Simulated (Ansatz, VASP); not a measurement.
GaSb: VASP beside Ansatz

```xyz
2
Lattice="0.0000 3.0660 3.0660 3.0660 0.0000 3.0660 3.0660 3.0660 0.0000" Properties=species:S:1:pos:R:3 pbc="T T T"
Ga    0.0000    0.0000    0.0000
Sb    1.5330    1.5330    1.5330
```

Alike in both runs: task relaxation of cell and atoms; functional PBE; k mesh 5 × 5 × 5; occupations fermi-dirac, width 0.1 eV; no spin polarisation.

|  | VASP | Ansatz |
| --- | --- | --- |
| version | VASP 6.6.1 | Ansatz 0.2.0 |
| potentials or method | VASP PAW PBE potentials, release 64 (Ga_d, Sb), cutoff 600 eV | PAW plane waves |
| valence electrons in the cell | 18 | 28 |

|  | VASP | Ansatz | Ansatz less VASP |
| --- | --- | --- | --- |
| gap on the k mesh at the Fermi level, each at its own relaxed structure (eV) | none | none | - |
| relaxed volume (Å³/atom) | 30.20 | 30.17 | -0.035 |
| relaxed cell length with the largest relative difference (Å) | 4.404 | 4.403 | -0.0016 |

A gap of «none» marks a metal or a gap that the smearing closes. VASP's potentials hold 18 valence electrons a cell and Ansatz's 28, so a difference there can come from the potentials and not from the codes. Ansatz's warnings: displaced walk ended near start symmetry, relaxation start displaced.

Spin-orbit coupling is off throughout.
